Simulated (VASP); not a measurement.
Pt: single point with LDA

Pt:

```xyz
1
Lattice="0.0000 1.6778 1.6778 1.6778 0.0000 1.6778 1.6778 1.6778 0.0000" Properties=species:S:1:pos:R:3 pbc="T T T"
Pt    0.0000    0.0000    0.0000
```

This cell differs from its parent crystal: volume scaled by 0.64.

- Program: VASP 6.6.1
- Task: single point
- Functional: LDA
- Potentials or basis: VASP PAW LDA potentials, release 64 (Pt)
- Cutoff: 520 eV
- k mesh: 17 × 17 × 17
- Occupations: fermi-dirac, width 0.05 eV
- Spin: no spin polarisation
- Dipole correction: no
- Further INCAR settings: ALGO = Normal; EDIFF = 1e-07; NBANDS = 11

- Pressure: 437.2 GPa
- Band gap on the k mesh: zero (band 5 reaches 24.15 eV, above the bottom of band 6 at 19.19 eV)

Levels at points of the mesh, in eV from the Fermi level:
| k point | band 1 | band 2 | band 3 | band 4 | band 5 | band 6 | band 7 | band 8 | band 9 | band 10 |
| --- | --- | --- | --- | --- | --- | --- | --- | --- | --- | --- |
| (0.00, 0.00, 0.00) | -16.54 | -8.02 | -8.02 | -8.02 | -3.43 | -3.43 | 11.43 | 19.37 | 19.37 | 19.37 |

Wall time 8.1 s on 1 thread of Intel Xeon 6975P-C, on a shared host, peak memory 0.13 GiB.

Caveat: spin-orbit coupling is left out, which moves the levels of the heavy elements.
